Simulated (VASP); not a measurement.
C: single point with PBEsol+D3(BJ)

The system is C.

```xyz
4
Lattice="2.4580 -0.0922 0.0000 -1.3088 2.1748 0.0000 0.0000 0.0000 6.8104" Properties=species:S:1:pos:R:3 pbc="T T T"
C     0.0000    0.0000    0.0170
C     0.0000    0.0000    3.4222
C    -0.0532    1.4191    0.0170
C     1.2024    0.6635    3.4222
```

This cell differs from its parent crystal: engineering shear strain xy -0.0750, normal strain along z +0.0350.

```json
{
  "Program": "VASP 6.6.1",
  "Task": "single point",
  "Functional": "PBEsol",
  "Dispersion": "D3(BJ)",
  "Potentials or basis": "VASP PAW PBE potentials, release 64 (C)",
  "Cutoff": "520 eV",
  "k mesh": "18 × 18 × 6",
  "Occupations": "gaussian, width 0.15 eV",
  "Spin": "no spin polarisation"
}
```

```
Pressure                   : 2.6 GPa
Largest force              : 1.001 eV/Å
Band gap on the k mesh     : 0.35 eV, direct
Dispersion energy per atom : -0.108 eV
```

Forces on the atoms (eV/Å):
```
C    0.978  0.182  0.000
C   -0.978 -0.182  0.000
C   -0.985 -0.180  0.000
C    0.985  0.180  0.000
```

Stress tensor (GPa, compression positive):
```
 4.61 34.49  0.00
34.49  4.26  0.00
 0.00  0.00 -1.06
```

Levels at points of the mesh, in eV from the valence-band top:
```
           k point  band 6  band 7  band 8  band 9  band 10  band 11
(0.00, 0.00, 0.00)   -3.06   -2.70   -2.69    3.98     7.35     7.41
(0.50, 0.00, 0.00)   -6.96   -2.09   -1.45    1.53     2.05     5.86
(0.00, 0.50, 0.00)   -6.24   -2.68   -2.03    1.57     2.25     7.42
(0.50, 0.50, 0.00)   -5.54   -3.24   -2.60    1.51     2.33     8.99
(0.00, 0.00, 0.50)   -3.07   -2.69   -2.69    6.52     6.52     7.38
(0.50, 0.00, 0.50)   -6.98   -1.70   -1.70    1.63     1.63     6.04
(0.00, 0.50, 0.50)   -6.26   -2.30   -2.30    1.73     1.73     7.59
(0.50, 0.50, 0.50)   -5.56   -2.87   -2.87    1.72     1.72     9.16
```

Wall time 4.7 min on 1 thread of Intel(R) Xeon(R) Platinum 8259CL CPU @ 2.50GHz (Skylake/Cascade Lake), on a shared host, peak memory 0.37 GiB.

Caveat: the cell differs from its parent crystal (engineering shear strain xy -0.0750, normal strain along z +0.0350); the PAW data sets were made with another functional, which shifts forces and pressure a little. A k mesh can miss the band edges.
